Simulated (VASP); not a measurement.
Write the native input for VASP 6.6.1 that does the following.

```yaml
Task: single point
Functional: PBE
Potentials_or_basis: VASP PAW PBE potentials, release 64 (Bi_d)
Cutoff: 520 eV
k_mesh: 13 × 13 × 13
Occupations: fermi-dirac, width 0.05 eV
Spin: no spin polarisation
Dipole_correction: no
Further_INCAR_settings: ALGO = Normal; EDIFF = 1e-06; NBANDS = 14
```

The structure of Bi lies in POSCAR:

```
Bi
1.0
    3.3095232253      0.0000000000      0.0000000000
    0.0000000000      3.3095232253      0.0000000000
    0.0000000000      0.0000000000      3.3095232253
Bi
1
Direct
    0.0000000000      0.0000000000      0.0000000000
```

These files were run (other wordings do the same):

INCAR

```
PREC     = Accurate       # precision mode
ENCUT    = 520            # plane-wave cutoff, eV
EDIFF    = 1E-6           # SCF threshold, eV
ISMEAR   = -1             # smearing method
SIGMA    = 0.05           # smearing width, eV
LREAL    = False          # projectors in reciprocal space
LASPH    = True           # aspherical terms in the spheres
NELM     = 80             # most SCF steps
ALGO     = Normal         # electronic algorithm
ISIF     = 2              # what is computed and relaxed
LWAVE    = False          # write WAVECAR
LCHARG   = False          # write CHGCAR
GGA      = PE             # functional
NBANDS   = 14             # bands
```

KPOINTS

```
Automatic mesh
0
Gamma
  13 13 13
```

Potentials or basis: VASP PAW PBE potentials, release 64 (Bi_d).

Command:

```console
$ cat potpaw_PBE.64/Bi_d/POTCAR > POTCAR
$ mpirun -np 1 vasp_std > vasp.out
```

It gave:

The pressure is -1.5 GPa.

Wall time 20 s on 1 thread of AMD EPYC 9R45 96-Core Processor (Zen 5), on a shared host, peak memory 0.15 GiB.
